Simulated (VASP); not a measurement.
# Na (P6_3/mmc) in VASP: further runs, part 2 of 2

VASP 6.6.1. The steps go on from the part before.

### 3 Single point, PBEsol

This run uses another cell than the first one, of 22.02 Å³/atom.

INCAR reads:

```
  ALGO = Normal
  EDIFF = 1E-6
  ENCUT = 520
  GGA = PS
  ISIF = 2
  ISMEAR = -1
  LASPH = True
  LCHARG = False
  LREAL = False
  LWAVE = False
  NBANDS = 14
  NELM = 100
  PREC = Accurate
  SIGMA = 0.1
```

KPOINTS reads:

```
k-points
0
Gamma
  13 13 7
```

POSCAR reads:

```
Na
1.0
    3.1373081847      0.0000000000      0.0000000000
   -1.5686540923      2.7169885874      0.0000000000
    0.0000000000      0.0000000000      5.1654164929
Na
2
Direct
    0.3333333333      0.6666666667      0.2500000000
    0.6666666667      0.3333333333      0.7500000000
```

Potentials or basis: VASP PAW PBE potentials, release 64 (Na_pv).

On the command line:

```sh
$ cat potpaw_PBE.64/Na_pv/POTCAR > POTCAR
$ mpirun -np 1 vasp_std > vasp.out
```

OUTCAR:

```text
EDIFF = 1E-6
   ENCUT = 520
   GGA = PS
   ISIF = 2
   ISMEAR = -1
   LASPH = True
   LREAL = False
   NELM = 100
   PREC = Accurate

 ion  position               nearest neighbor table
   1  0.333  0.667  0.250-
   2  0.667  0.333  0.750-

  LATTYP: Found a hexagonal cell.
 ALAT       =     3.1373081847
 C/A-ratio  =     1.6464485440

  Lattice vectors:

 A1 = (   3.1373081847,   0.0000000000,   0.0000000000)
 A2 = (  -1.5686540923,   2.7169885874,   0.0000000000)
 A3 = (   0.0000000000,   0.0000000000,   5.1654164929)

Analysis of symmetry for initial positions (statically):
=====================================================================
 Subroutine PRICEL returns:
 Original cell was already a primitive cell.

 Routine SETGRP: Setting up the symmetry group for a
 hexagonal supercell.

 Subroutine GETGRP returns: Found 24 space group operations
 (whereof 12 operations were pure point group operations)
 out of a pool of 24 trial point group operations.

The static configuration has the point symmetry D_3d.
 The point group associated with its full space group is D_6h.

Analysis of symmetry for dynamics (positions and initial velocities):
=====================================================================
 Subroutine PRICEL returns:
 Original cell was already a primitive cell.

 Routine SETGRP: Setting up the symmetry group for a
 hexagonal supercell.

 Subroutine GETGRP returns: Found 24 space group operations
 (whereof 12 operations were pure point group operations)
 out of a pool of 24 trial point group operations.

The dynamic configuration has the point symmetry D_3d.
 The point group associated with its full space group is D_6h.

 Subroutine INISYM returns: Found 24 space group operations
 (whereof 12 operations are pure point group operations),
 and found     1 'primitive' translations

[... 120 lines left out ...]
   LHFCALC =     F    Hartree Fock is set to
   AEXX    =    0.0000 exact exchange contribution
   IVDW    =     0    specifies the selected vdW correction
   LEPSILON=     F    determine dielectric tensor
   LRPA    =     F    only Hartree local field effects (RPA)
 non-spin polarized calculation
  energy-cutoff  :      520.00
  volume of cell :       44.03
 maximum number of plane-waves:      1198
 NGX is ok and might be reduce to    24
   NGX = 11   NGY = 11   NGZ = 19

 number of electron      14.0000015 magnetization

 Free energy of the ion-electron system (eV)
  ---------------------------------------------------
  ext. energy  EPLUGINS =         0.00000000
  ---------------------------------------------------
  free energy    TOTEN  =        -2.20895649 eV

  energy without entropy =       -2.18472687  energy(sigma->0) =       -2.19684168

 E-fermi :   2.3132     XC(G=0):  -8.0721

 val. band max:        2.3019497870   @ k =   0.1538   0.0000   0.1429
 cond. band min:       2.3731393320   @ k =   0.3846   0.1538   0.0000
 fundamental gap:      0.0711895450
 Fermi energy:         2.3131541630

 k-point     1 :       0.0000    0.0000    0.0000
  band No.  band energies     occupation
      1     -22.5097      2.00000
      2     -22.3336      2.00000
      3     -22.3336      2.00000
      4     -22.3104      2.00000
      5     -22.3100      2.00000
      6     -22.3100      2.00000
      7      -2.2697      2.00000
      8       2.8890      0.00629
      9       3.7876      0.00000
     10      15.6062      0.00000
     11      15.6062      0.00000
     12      16.0499      0.00000
     13      16.7471      0.00000
     14      16.7471      0.00000
[... 377 lines left out ...]
      1     -22.4862      2.00000
      2     -22.3657      2.00000
      3     -22.3509      2.00000
      4     -22.3424      2.00000
      5     -22.3193      2.00000
      6     -22.3165      2.00000
      7      -1.6369      2.00000
      8       2.3019      1.05596
      9       5.4167      0.00000
     10      11.5336      0.00000
     11      13.9150      0.00000
     12      14.3620      0.00000
     13      15.0395      0.00000
     14      16.7388      0.00000

 [... further k-points ...]

------------------------ aborting loop because EDIFF is reached ----------------------------------------

  FORCE on cell =-STRESS in cart. coord.  units (eV):
  Direction    XX          YY          ZZ          XY          YZ          ZX
  --------------------------------------------------------------------------------------
  -------------------------------------------------------------------------------------
  Total        2.7256288      2.7256288      2.7395915      0.0000000      0.0000000      0.0000000
  in kB       99.1806517     99.1806517     99.6887254      0.0000000      0.0000000      0.0000000
  external PRESSURE =      99.3500096 kB  Pullay stress =       0.0000000 kB

 VOLUME and BASIS-vectors are now :
 -----------------------------------------------------------------------------
  energy-cutoff  :      520.00
  volume of cell :       44.03
      direct lattice vectors                 reciprocal lattice vectors
     3.137308185  0.000000000  0.000000000     0.318744586  0.184027273  0.000000000
    -1.568654092  2.716988587  0.000000000     0.000000000  0.368054546  0.000000000
     0.000000000  0.000000000  5.165416493     0.000000000  0.000000000  0.193595231

 POSITION                                       TOTAL-FORCE (eV/Angst)
 -----------------------------------------------------------------------------------
     -0.00000      1.81133      1.29135         0.000000     -0.000000      0.000000
      1.56865      0.90566      3.87406        -0.000000      0.000000     -0.000000
 -----------------------------------------------------------------------------------
    total drift:                               -0.000000      0.000000      0.000000

  FREE ENERGIE OF THE ION-ELECTRON SYSTEM (eV)
  ---------------------------------------------------
  free  energy   TOTEN  =        -2.2089564857 eV

  energy  without entropy=       -2.1847268729  energy(sigma->0) =       -2.19684168
```

Run time: 28 s. Hardware: 1 thread of Intel Xeon 8259CL, shared host; peak memory 0.17 GiB.

What came out:

| Item | Value |
| --- | --- |
| Free energy | -2.2090 eV |
| Pressure | 9.9 GPa |
| Band gap on the k mesh | zero (bands 7 and 8 overlap by 4.56 eV) |

Caveat: the cell stands under pressure; the PAW data sets were made with another functional, which shifts forces and pressure a little.

### 4 Single point, PBEsol

This run uses another cell than the first one, of 25.90 Å³/atom.

INCAR reads:

```
SYSTEM = Na
PREC     = Accurate       ! precision mode
ENCUT    = 520            ! plane-wave cutoff, eV
EDIFF    = 1E-6           ! SCF threshold, eV
ISMEAR   = -1             ! smearing method
SIGMA    = 0.1            ! smearing width, eV
LREAL    = .FALSE.        ! projectors in reciprocal space
LASPH    = .TRUE.         ! aspherical terms in the spheres
NELM     = 80             ! most SCF steps
ALGO     = Normal         ! electronic algorithm
ISIF     = 2              ! what is computed and relaxed
LWAVE    = .FALSE.        ! write WAVECAR
LCHARG   = .FALSE.        ! write CHGCAR
GGA      = PS             ! functional
NBANDS   = 14             ! bands
```

KPOINTS reads:

```
Automatic mesh
0
G
  13 13 7
  0 0 0
```

POSCAR reads:

```
Na
1.0
    3.3134818151      0.0000000000      0.0000000000
   -1.6567409075      2.8695594268      0.0000000000
    0.0000000000      0.0000000000      5.4486099040
Na
2
Direct
    0.3333333333      0.6666666667      0.2500000000
    0.6666666667      0.3333333333      0.7500000000
```

On the command line:

```sh
$ cat potpaw_PBE.64/Na_pv/POTCAR > POTCAR
$ mpirun -np 1 vasp_std > vasp.out
```

It took 43 s on 1 thread of Intel Xeon 8259CL, shared host; peak memory 0.19 GiB.

Results (log left out):

```yaml
Free_energy: -2.5615 eV
Pressure: 5.0 GPa
Band_gap_on_the_k_mesh: zero (bands 7 and 8 overlap by 4.17 eV)
```

Levels at points of the mesh, in eV from the Fermi level:
| k point | band 5 | band 6 | band 7 | band 8 | band 9 | band 10 |
| --- | --- | --- | --- | --- | --- | --- |
| (0.00, 0.00, 0.00) | -24.60 | -24.60 | -4.13 | 0.55 | 1.30 | 12.20 |

Caveat: the cell stands under pressure; the PAW data sets were made with another functional, which shifts forces and pressure a little.

### 5 Single point, PBEsol

This run uses another cell than the first one, of 36.44 Å³/atom.

INCAR reads:

```
SYSTEM = Na
ALGO = Normal ; EDIFF = 1E-6
ENCUT = 520 ; GGA = PS
ISIF = 2 ; ISMEAR = -1
LASPH = .True. ; LCHARG = .True.
LELF = .True. ; LREAL = .False.
LVHAR = .True. ; LWAVE = .False.
NBANDS = 14 ; NELM = 80
PREC = Accurate ; SIGMA = 0.1
```

KPOINTS reads:

```
k-points
0
Gamma
  13 13 7
  0 0 0
```

POSCAR reads:

```
Na
1.0
    3.7153525096      0.0000000000      0.0000000000
   -1.8576762548      3.2175896573      0.0000000000
    0.0000000000      0.0000000000      6.0969081540
Na
2
Direct
    0.3333333333      0.6666666667      0.2500000000
    0.6666666667      0.3333333333      0.7500000000
```

On the command line:

```sh
$ cat potpaw_PBE.64/Na_pv/POTCAR > POTCAR
$ mpirun -np 1 vasp_std > vasp.out
```

It took 51 s on 1 thread of Intel Xeon 8259CL, shared host; peak memory 0.21 GiB.

It converged, with:

| Item | Value |
| --- | --- |
| Free energy | -2.8142 eV |
| Pressure | 0.0 GPa |
| Band gap on the k mesh | zero (bands 7 and 8 overlap by 3.42 eV) |

Levels at points of the mesh, in eV from the Fermi level:
| k point | band 3 | band 4 | band 5 | band 6 | band 7 | band 8 | band 9 | band 10 | band 11 | band 12 |
| --- | --- | --- | --- | --- | --- | --- | --- | --- | --- | --- |
| (0.00, 0.00, 0.00) | -24.77 | -24.77 | -24.77 | -24.76 | -3.31 | 0.53 | 0.96 | 10.12 | 10.12 | 10.51 |

Caveat: the PAW data sets were made with another functional, which shifts forces and pressure a little.

### 6 Summary

```csv
cell,gap on the mesh (eV),pressure (GPa)
"a = 2.937, b = 2.937, c = 4.854 Å, angles 90.0, 90.0, 120.0°, 2 atoms",none,20.1
"a = 3.137, b = 3.137, c = 5.165 Å, angles 90.0, 90.0, 120.0°, 2 atoms",none,9.9
"a = 3.313, b = 3.313, c = 5.449 Å, angles 90.0, 90.0, 120.0°, 2 atoms",none,5.0
"a = 3.715, b = 3.715, c = 6.097 Å, angles 90.0, 90.0, 120.0°, 2 atoms",none,0.0
```

Alike in all rows: task single point; level PBEsol; potentials or basis VASP PAW PBE potentials, release 64 (Na_pv); no spin polarisation; k mesh 13 × 13 × 7; cutoff (eV) 520; smearing fermi-dirac 0.1 eV.

Caveats: the PAW data sets were made with another functional, which shifts forces and pressure a little; the cell stands under pressure (at least some runs).

Total energies depend on the potentials used, so only differences within one code and one set of settings carry meaning.

The gap in the log of VASP goes by the Fermi energy; the results here count the filled bands.